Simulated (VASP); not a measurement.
Wanted: the native input for a VASP 6.6.1 run.

```
Task                   : single point
Functional             : PBEsol
Potentials or basis    : VASP PAW PBE potentials, release 64 (Hf_pv, C)
Cutoff                 : 520 eV
k mesh                 : 8 × 8 × 8
Occupations            : gaussian, width 0.1 eV
Spin                   : no spin polarisation
Dipole correction      : no
Further INCAR settings : ALGO = Normal; EDIFF = 1e-06; NBANDS = 14
```

The structure of HfC lies in POSCAR:

```
HfC
1.0
    0.0000000000      2.3026974698      2.3026974698
    2.3026974698      0.0000000000      2.3026974698
    2.3026974698      2.3026974698      0.0000000000
Hf C
1 1
Direct
    0.0000000000      0.0000000000      0.0000000000
    0.5000000000      0.5000000000      0.5000000000
```

One way to write it, as run:

INCAR

```
SYSTEM = HfC
PREC = Accurate
ENCUT = 520
EDIFF = 1E-6
ISMEAR = 0
SIGMA = 0.1
LREAL = .FALSE.
LASPH = .TRUE.
NELM = 80
ALGO = Normal
ISIF = 2
LWAVE = .FALSE.
LCHARG = .FALSE.
GGA = PS
NBANDS = 14
```

KPOINTS

```
Automatic mesh
0
G
  8 8 8
  0 0 0
```

Potentials or basis: VASP PAW PBE potentials, release 64 (Hf_pv, C).

Run with:

```bash
$ cat potpaw_PBE.64/Hf_pv/POTCAR potpaw_PBE.64/C/POTCAR > POTCAR
$ mpirun -np 1 vasp_std > vasp.out
```

Results of the run:

```json
{"Pressure": "-0.1 GPa", "Band gap on the k mesh": "zero (band 7 reaches 7.08 eV, above the bottom of band 8 at 5.61 eV)"}
```

Caveat: the PAW data sets were made with another functional, which shifts forces and pressure a little; spin-orbit coupling is left out, which moves the levels of the heavy elements.

Wall time 3.4 s on 1 thread of Intel(R) Xeon(R) 6975P-C (Granite Rapids), on a shared host, peak memory 0.14 GiB.
